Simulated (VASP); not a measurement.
# In3SbAs2 (P2) in VASP: a series of runs

In3SbAs2 is run at these levels: PBE; tasks: single point.

Everything below comes from runs of VASP 6.6.1. Logs are shortened: lines on timing, memory, paths and dates and some standing lists are left out, and cuts for length are marked.

## (1) The cell of the first run

Symmetry: P2, No. 3, monoclinic system. Conventional cell: a = 6.380 Å, b = 3.090 Å, c = 8.165 Å, α = 90.00°, β = 106.44°, γ = 90.00°. Within 3.9 Å of In (site symmetry 1) lie 2 Sb at 2.93 to 3.66 Å and 2 As at 2.93 to 3.66 Å and 4 In at 2.94 to 3.09 Å. Within 3.9 Å of In (site symmetry 2) lie 4 As at 2.93 to 3.66 Å and 4 In at 2.94 to 3.09 Å. Sb (site symmetry 2) has 4 In at 2.93 to 3.66 Å and 2 As at 2.94 Å and 2 Sb at 3.09 Å within 3.9 Å. Within 3.9 Å of As (site symmetry 1) lie 4 In at 2.93 to 3.66 Å and 1 Sb at 2.94 Å and 3 As at 2.94 to 3.09 Å.

## (2) Single point, PBE

File INCAR:

```
ALGO = Normal ; EDIFF = 1E-6
ENCUT = 520 ; GGA = PE
ISIF = 2 ; ISMEAR = 0
LASPH = True ; LCHARG = False
LREAL = False ; LWAVE = False
NBANDS = 36 ; NELM = 80
PREC = Accurate ; SIGMA = 0.1
```

File KPOINTS:

```
k-points
0
Gamma
  4 6 2
```

File POSCAR:

```
In3SbAs2
1.0
    6.3799642200      0.0000000000      0.0000000000
    0.0000000000      3.0896769500      0.0000000000
   -2.3112889900      0.0000000000      7.8307016900
In Sb As
3 1 2
Direct
    0.6666666700      0.0000000000      0.6666666700
    0.3333333300      0.0000000000      0.3333333300
    0.0000000000      0.0000000000      0.0000000000
    0.0000000000      0.2500000000      0.5000000000
    0.6666666700      0.2500000000      0.1666666700
    0.3333333300      0.2500000000      0.8333333300
```

Potentials or basis: VASP PAW PBE potentials, release 64 (In_d, Sb, As).

The run is started by

```sh
$ cat potpaw_PBE.64/In_d/POTCAR potpaw_PBE.64/Sb/POTCAR potpaw_PBE.64/As/POTCAR > POTCAR
$ mpirun -np 1 vasp_std > vasp.out
```

OUTCAR:

```text
EDIFF = 1E-6
   ENCUT = 520
   GGA = PE
   ISIF = 2
   ISMEAR = 0
   LASPH = True
   LREAL = False
   NELM = 80
   PREC = Accurate

 ion  position               nearest neighbor table
   1  0.667  0.000  0.667-   4 2.93   6 2.93   3 2.94   2 2.94   4 3.66
   2  0.333  0.000  0.333-   4 2.93   5 2.93   3 2.94   1 2.94   4 3.66
   3  0.000  0.000  0.000-   5 2.93   6 2.93   1 2.94   2 2.94
   4  0.000  0.250  0.500-   1 2.93   2 2.93   5 2.94   6 2.94   1 3.66   2 3.66
   5  0.667  0.250  0.167-   3 2.93   2 2.93   4 2.94
   6  0.333  0.250  0.833-   3 2.93   1 2.93   4 2.94

  LATTYP: Found a simple monoclinic cell.
 ALAT       =     6.3799642200
 B/A-ratio  =     0.4842780999
 C/A-ratio  =     1.2797370686
 COS(beta)  =    -0.2830839570

  Lattice vectors:

 A1 = (   6.3799642200,   0.0000000000,   0.0000000000)
 A2 = (   0.0000000000,   3.0896769500,   0.0000000000)
 A3 = (  -2.3112889900,   0.0000000000,   7.8307016900)

Analysis of symmetry for initial positions (statically):
=====================================================================
 Subroutine PRICEL returns:
 Original cell was already a primitive cell.

 Routine SETGRP: Setting up the symmetry group for a
 simple monoclinic supercell.

 Subroutine GETGRP returns: Found  2 space group operations
 (whereof  2 operations were pure point group operations)
 out of a pool of  4 trial point group operations.

The static configuration has the point symmetry C_2 .

Analysis of symmetry for dynamics (positions and initial velocities):
=====================================================================
 Subroutine PRICEL returns:
 Original cell was already a primitive cell.

 Routine SETGRP: Setting up the symmetry group for a
 simple monoclinic supercell.

 Subroutine GETGRP returns: Found  2 space group operations
 (whereof  2 operations were pure point group operations)
 out of a pool of  4 trial point group operations.

The dynamic configuration has the point symmetry C_2 .

 Subroutine INISYM returns: Found  2 space group operations
 (whereof  2 operations are pure point group operations),
 and found     1 'primitive' translations

----------------------------------------------------------------------------------------

                                     Primitive cell

  volume of cell :     154.3590

  direct lattice vectors                    reciprocal lattice vectors
     6.379964220  0.000000000  0.000000000     0.156740691  0.000000000  0.046263164
     0.000000000  3.089676950  0.000000000     0.000000000  0.323658433  0.000000000
    -2.311288990  0.000000000  7.830701690     0.000000000  0.000000000  0.127702477

  length of vectors
     6.379964220  3.089676950  8.164676708     0.163425593  0.323658433  0.127702477

  position of ions in fractional coordinates (direct lattice)
     0.666666670  0.000000000  0.666666670
     0.333333330  0.000000000  0.333333330
     0.000000000  0.000000000  0.000000000
     0.000000000  0.250000000  0.500000000
     0.666666670  0.250000000  0.166666670
     0.333333330  0.250000000  0.833333330

  ion indices of the primitive-cell ions
   primitive index   ion index
                 1           1
                 2           2
                 3           3
                 4           4
                 5           5
                 6           6

----------------------------------------------------------------------------------------

 KPOINTS: k-points

Automatic generation of k-mesh.
 Grid dimensions read from file:
 generate k-points for:    4    6    2

 Generating k-lattice:

  Cartesian coordinates                     Fractional coordinates (reciprocal lattice)
     0.039185173  0.000000000  0.011565791     0.250000000  0.000000000  0.000000000
     0.000000000  0.053943072  0.000000000     0.000000000  0.166666667  0.000000000
     0.000000000  0.000000000  0.063851238     0.000000000  0.000000000  0.500000000

  Length of vectors
     0.040856398  0.053943072  0.063851238

  Shift w.r.t. Gamma in fractional coordinates (k-lattice)
     0.000000000  0.000000000  0.000000000

 Subroutine IBZKPT returns following result:
 ===========================================

 Found     24 irreducible k-points:

 Following reciprocal coordinates:
            Coordinates               Weight
  0.000000  0.000000  0.000000      1.000000
  0.250000  0.000000  0.000000      2.000000
  0.500000  0.000000  0.000000      1.000000
  0.000000  0.166667  0.000000      2.000000
  0.250000  0.166667  0.000000      4.000000
  0.500000  0.166667  0.000000      2.000000
[... 16 lines left out ...]
  0.250000  0.500000  0.500000      2.000000
  0.500000  0.500000  0.500000      1.000000
   k-points           NKPTS =     24   k-points in BZ     NKDIM =     24   number of bands    NBANDS=     36
   number of dos      NEDOS =    301   number of ions     NIONS =      6
   total plane-waves  NPLWV =  73728
   dimension x,y,z NGX =    48 NGY =   24 NGZ =   64
   dimension x,y,z NGXF=    96 NGYF=   48 NGZF=  128
   ions per type =               3   1   2
   NGX,Y,Z   is equivalent  to a cutoff of  12.51, 12.91, 13.03 a.u.
   NGXF,Y,Z  is equivalent  to a cutoff of  25.02, 25.83, 26.06 a.u.
 SYSTEM =  unknown system
   PREC   = accura    normal or accurate (medium, high low for compatibility)
   ISTART =      0    job   : 0-new  1-cont  2-samecut
   ICHARG =      2    charge: 1-file 2-atom 10-const
   ISPIN  =      1    spin polarized calculation?
   LNONCOLLINEAR =      F non collinear calculations
   LSORBIT =      F    spin-orbit coupling
   LASPH  =      T    aspherical Exc in radial PAW
   ENCUT  =  520.0 eV  38.22 Ry    6.18 a.u.  11.86  5.74 15.18*2*pi/ulx,y,z
   NELM   =     80;   NELMIN=  2; NELMDL= -5     # of ELM steps
   EDIFF  = 0.1E-05   stopping-criterion for ELM
   LREAL  =      F    real-space projection
   EDIFFG = 0.1E-04   stopping-criterion for IOM
   NSW    =      0    number of steps for IOM
   IBRION =     -1    ionic relax: 0-MD 1-quasi-New 2-CG
   NFREE  =      0    steps in history (QN), initial steepest desc. (CG)
   ISIF   =      2    stress and relaxation
   ISYM   =      2    0-nonsym 1-usesym 2-fastsym
   POTIM  = 0.5000    time-step for ionic-motion
   TEBEG  =    0.0;   TEEND  =   0.0 temperature during run
   PSTRESS=    0.0 pullay stress
   NELECT =      54.0000    total number of electrons
   NUPDOWN=      -1.0000    fix difference up-down
   EMIN   =  10.00;   EMAX   =-10.00  energy-range for DOS
   EFERMI =   0.00;   METHOD = LEGACY
   ISMEAR =     0;   SIGMA  =   0.10  broadening in eV -4-tet -1-fermi 0-gaus
   EFERMI_NEDOS =   21; number of points for ismear=-14 and -15
   IALGO  =     38    algorithm
   IMIX   =      4    mixing-type and parameters
     AMIX     =   0.40;   BMIX     =  1.00
     AMIX_MAG =   1.60;   BMIX_MAG =  1.00
  volume/ion in A,a.u.               =      25.73       173.61
  Fermi-wavevector in a.u.,A,eV,Ry     =   1.153530  2.179855 18.104328  1.330631
  Thomas-Fermi vector in A             =   2.290173
   LORBIT       =      0    0 simple, 1 ext, 2 COOP (PROOUT), +10 PAW based schemes
   GGA     = PE    functional components
   LHFCALC =     F    Hartree Fock is set to
   AEXX    =    0.0000 exact exchange contribution
   IVDW    =     0    specifies the selected vdW correction
   LEPSILON=     F    determine dielectric tensor
   LRPA    =     F    only Hartree local field effects (RPA)
 non-spin polarized calculation
 Gauss-broadening in eV      SIGMA  =   0.10
  energy-cutoff  :      520.00
  volume of cell :      154.36
 maximum number of plane-waves:      4184
 NGX is ok and might be reduce to    48
   NGX = 23   NGY = 11   NGZ = 31

 number of electron      53.9999977 magnetization

 Free energy of the ion-electron system (eV)
  ---------------------------------------------------
  ext. energy  EPLUGINS =         0.00000000
  ---------------------------------------------------
  free energy    TOTEN  =       -20.23614254 eV

  energy without entropy =      -20.21232371  energy(sigma->0) =      -20.22423312

 E-fermi :   6.4705     XC(G=0):  -9.9583

 val. band max:        6.4459154016   @ k =   0.0000   0.1667   0.0000
 cond. band min:       6.5047901654   @ k =   0.2500   0.1667   0.0000
 fundamental gap:      0.0588747638
 Fermi energy:         6.4705032865

 k-point     1 :       0.0000    0.0000    0.0000
  band No.  band energies     occupation
      1      -8.6301      2.00000
      2      -8.3860      2.00000
      3      -8.3831      2.00000
      4      -8.3479      2.00000
      5      -8.1794      2.00000
      6      -8.1514      2.00000
[... 28 lines left out ...]
     35      12.9395      0.00000
     36      12.9687      0.00000

 k-point     2 :       0.2500    0.0000    0.0000
  band No.  band energies     occupation
      1      -8.5888      2.00000
      2      -8.4131      2.00000
      3      -8.3662      2.00000
      4      -8.3380      2.00000
      5      -8.2231      2.00000
      6      -8.1539      2.00000
[... 28 lines left out ...]
     35      11.7016      0.00000
     36      13.2480      0.00000

 k-point     3 :       0.5000    0.0000    0.0000
  band No.  band energies     occupation
      1      -8.5005      2.00000
      2      -8.4843      2.00000
      3      -8.3525      2.00000
      4      -8.2976      2.00000
      5      -8.2601      2.00000
      6      -8.2426      2.00000
[... 28 lines left out ...]
     35      11.9385      0.00000
     36      11.9545      0.00000

 k-point     4 :       0.0000    0.1667    0.0000
  band No.  band energies     occupation
      1      -8.5771      2.00000
      2      -8.2944      2.00000
      3      -8.2547      2.00000
      4      -8.2225      2.00000
      5      -8.1702      2.00000
      6      -8.1426      2.00000
[... 28 lines left out ...]
     35      11.6107      0.00000
     36      12.4111      0.00000

 k-point     5 :       0.2500    0.1667    0.0000
  band No.  band energies     occupation
      1      -8.5284      2.00000
      2      -8.2862      2.00000
      3      -8.2740      2.00000
      4      -8.2257      2.00000
      5      -8.2130      2.00000
      6      -8.1570      2.00000
[... 655 lines left out ...]
 k-point    22 :       0.0000    0.5000    0.5000
  band No.  band energies     occupation
      1      -8.3836      2.00000
      2      -8.3137      2.00000
      3      -8.2894      2.00000
      4      -8.2326      2.00000
      5      -8.2117      2.00000
      6      -8.2060      2.00000
[... 28 lines left out ...]
     35       9.7482      0.00000
     36       9.8846      0.00000

 k-point    23 :       0.2500    0.5000    0.5000
  band No.  band energies     occupation
      1      -8.4359      2.00000
      2      -8.3595      2.00000
      3      -8.2421      2.00000
      4      -8.2058      2.00000
      5      -8.1972      2.00000
      6      -8.1852      2.00000
[... 28 lines left out ...]
     35      10.3989      0.00000
     36      10.5204      0.00000

 k-point    24 :       0.5000    0.5000    0.5000
  band No.  band energies     occupation
      1      -8.4858      2.00000
      2      -8.3002      2.00000
      3      -8.2838      2.00000
      4      -8.2487      2.00000
      5      -8.2017      2.00000
      6      -8.1622      2.00000
[... 28 lines left out ...]
     35      10.4492      0.00000
     36      11.0203      0.00000

------------------------ aborting loop because EDIFF is reached ----------------------------------------

  FORCE on cell =-STRESS in cart. coord.  units (eV):
  Direction    XX          YY          ZZ          XY          YZ          ZX
  --------------------------------------------------------------------------------------
  -------------------------------------------------------------------------------------
  Total        2.6495866     -3.3009146      2.4992657      0.0000000      0.0000000     -1.0343045
  in kB       27.5015209    -34.2620126     25.9412568      0.0000000      0.0000000    -10.7356166
  external PRESSURE =       6.3935884 kB  Pullay stress =       0.0000000 kB

 VOLUME and BASIS-vectors are now :
 -----------------------------------------------------------------------------
  energy-cutoff  :      520.00
  volume of cell :      154.36
      direct lattice vectors                 reciprocal lattice vectors
     6.379964220  0.000000000  0.000000000     0.156740691  0.000000000  0.046263164
     0.000000000  3.089676950  0.000000000     0.000000000  0.323658433  0.000000000
    -2.311288990  0.000000000  7.830701690     0.000000000  0.000000000  0.127702477

 POSITION                                       TOTAL-FORCE (eV/Angst)
 -----------------------------------------------------------------------------------
      2.71245      0.00000      5.22047        -0.546328     -0.072742      0.260216
      1.35623      0.00000      2.61023         0.546328     -0.072742     -0.260216
      0.00000      0.00000      0.00000         0.000000      0.008734      0.000000
     -1.15564      0.77242      3.91535         0.000000      0.174780      0.000000
      3.86809      0.77242      1.30512        -0.217506     -0.019015     -0.248537
      0.20058      0.77242      6.52558         0.217506     -0.019015      0.248537
 -----------------------------------------------------------------------------------
    total drift:                               -0.000000      0.000682      0.000000

  FREE ENERGIE OF THE ION-ELECTRON SYSTEM (eV)
  ---------------------------------------------------
  free  energy   TOTEN  =       -20.2361425398 eV

  energy  without entropy=      -20.2123237083  energy(sigma->0) =      -20.22423312
```

It took 2.5 min on 1 thread of Intel Xeon 8259CL, shared host; peak memory 0.33 GiB.

Results:

| Property | Result |
| --- | --- |
| Free energy | -20.2361 eV |
| Pressure | 0.6 GPa |
| Largest force | 0.609 eV/Å |
| Band gap on the k mesh | zero (bands 27 and 28 overlap by 2.18 eV) |

Forces on the atoms (eV/Å):
```
In  -0.546 -0.073  0.260
In   0.546 -0.073 -0.260
In   0.000  0.009  0.000
Sb   0.000  0.175  0.000
As  -0.218 -0.019 -0.249
As   0.218 -0.019  0.249
```

Stress tensor (GPa, compression positive):
```
 2.75  0.00 -1.07
 0.00 -3.43  0.00
-1.07  0.00  2.59
```

Levels at points of the mesh, in eV from the Fermi level:
| k point | band 23 | band 24 | band 25 | band 26 | band 27 | band 28 | band 29 | band 30 | band 31 | band 32 |
| --- | --- | --- | --- | --- | --- | --- | --- | --- | --- | --- |
| (0.00, 0.00, 0.00) | -3.04 | -2.79 | -0.71 | -0.63 | 1.08 | 1.16 | 2.71 | 3.55 | 4.03 | 4.48 |
| (0.50, 0.00, 0.00) | -2.37 | -1.55 | -1.52 | -1.39 | 0.79 | 1.14 | 2.77 | 2.99 | 3.33 | 3.39 |
| (0.00, 0.50, 0.00) | -2.97 | -2.90 | -2.38 | -1.57 | -1.18 | -1.10 | -0.98 | -0.88 | 1.87 | 1.96 |
| (0.50, 0.50, 0.00) | -3.21 | -2.93 | -2.34 | -2.23 | -0.20 | 0.42 | 1.05 | 1.15 | 1.36 | 1.62 |
| (0.00, 0.00, 0.50) | -3.43 | -3.26 | -2.58 | 0.70 | 1.01 | 2.49 | 2.85 | 3.26 | 4.03 | 5.10 |
| (0.50, 0.00, 0.50) | -2.93 | -2.20 | -2.17 | -0.23 | 0.81 | 1.44 | 1.44 | 2.72 | 3.58 | 4.25 |
| (0.00, 0.50, 0.50) | -3.02 | -2.65 | -1.76 | -1.60 | -1.58 | -0.54 | -0.52 | 0.09 | 0.27 | 2.36 |
| (0.50, 0.50, 0.50) | -3.14 | -2.27 | -2.18 | -1.21 | -1.17 | -0.38 | -0.34 | 0.63 | 0.67 | 2.08 |

Caveat: the k points lie up to 0.40 Å⁻¹ apart, too coarse for converged energies and pressures of a metal; spin-orbit coupling is left out, which moves the levels of the heavy elements.

## (3) Single point, PBE

This run uses another cell than the first one, of 25.91 Å³/atom.

File INCAR:

```
SYSTEM = In3SbAs2
ALGO     = Normal         ! electronic algorithm
EDIFF    = 1E-6           ! SCF threshold, eV
ENCUT    = 520            ! plane-wave cutoff, eV
GGA      = PE             ! functional
ISIF     = 2              ! what is computed and relaxed
ISMEAR   = 0              ! smearing method
LASPH    = .True.         ! aspherical terms in the spheres
LCHARG   = .False.        ! write CHGCAR
LREAL    = .False.        ! projectors in reciprocal space
LWAVE    = .False.        ! write WAVECAR
NBANDS   = 36             ! bands
NELM     = 60             ! most SCF steps
PREC     = Accurate       ! precision mode
SIGMA    = 0.1            ! smearing width, eV
```

File KPOINTS:

```
k-points
0
Gamma
  4 6 2
  0 0 0
```

File POSCAR:

```
In3SbAs2
1.0
    6.5464299067      0.0000000000     -0.2651495909
    0.0000000000      2.9222403196      0.0000000000
   -2.6970368679      0.0000000000      8.2347015331
In Sb As
3 1 2
Direct
    0.6524980399      0.0193191272      0.6781747312
    0.3475019601      0.0193191272      0.3218252688
    0.0000000000      0.3580749910      0.0000000000
    0.0000000000      0.0952863105      0.5000000000
    0.6653103037      0.1290002221      0.1577384171
    0.3346896963      0.1290002221      0.8422615829
```

Potentials or basis: VASP PAW PBE potentials, release 64 (In_d, Sb, As).

The run is started by

```sh
$ cat potpaw_PBE.64/In_d/POTCAR potpaw_PBE.64/Sb/POTCAR potpaw_PBE.64/As/POTCAR > POTCAR
$ mpirun -np 1 vasp_std > vasp.out
```

Wall time 3.4 min (1 thread of Intel Xeon 8259CL, shared host); peak memory 0.34 GiB.

The run converged. Its results:

- Free energy: -20.6901 eV
- Pressure: -0.1 GPa
- Largest force: 0.043 eV/Å
- Band gap on the k mesh: zero (bands 27 and 28 overlap by 2.00 eV)

Forces on the atoms (eV/Å):
```
In  -0.013 -0.001 -0.041
In   0.013 -0.001  0.041
In   0.000  0.012  0.000
Sb   0.000  0.001  0.000
As  -0.002 -0.006 -0.013
As   0.002 -0.006  0.013
```

Stress tensor (GPa, compression positive):
```
-0.15  0.00 -0.13
 0.00  0.03  0.00
-0.13  0.00 -0.14
```

Levels at points of the mesh, in eV from the Fermi level:
```
           k point  band 24  band 25  band 26  band 27  band 28  band 29  band 30  band 31
(0.00, 0.00, 0.00)    -2.94    -1.54    -1.31     0.31     0.67     3.70     3.75     3.83
(0.50, 0.00, 0.00)    -2.08    -2.05    -1.55     0.70     0.75     1.75     1.99     3.15
(0.00, 0.50, 0.00)    -2.51    -2.02    -1.90    -1.02    -0.88    -0.71    -0.50     1.18
(0.50, 0.50, 0.00)    -2.88    -2.46    -2.18     0.00     0.57     1.05     1.22     1.33
(0.00, 0.00, 0.50)    -3.71    -2.72     0.70     0.74     1.35     2.97     3.89     4.16
(0.50, 0.00, 0.50)    -2.37    -2.24    -1.10    -0.04     1.09     1.11     3.82     3.99
(0.00, 0.50, 0.50)    -2.74    -1.86    -1.79    -1.31    -0.84    -0.60     0.30     1.22
(0.50, 0.50, 0.50)    -2.05    -1.98    -1.08    -0.66    -0.66    -0.29     0.59     0.60
```

Caveat: the k points lie up to 0.38 Å⁻¹ apart, too coarse for converged energies and pressures of a metal; spin-orbit coupling is left out, which moves the levels of the heavy elements.
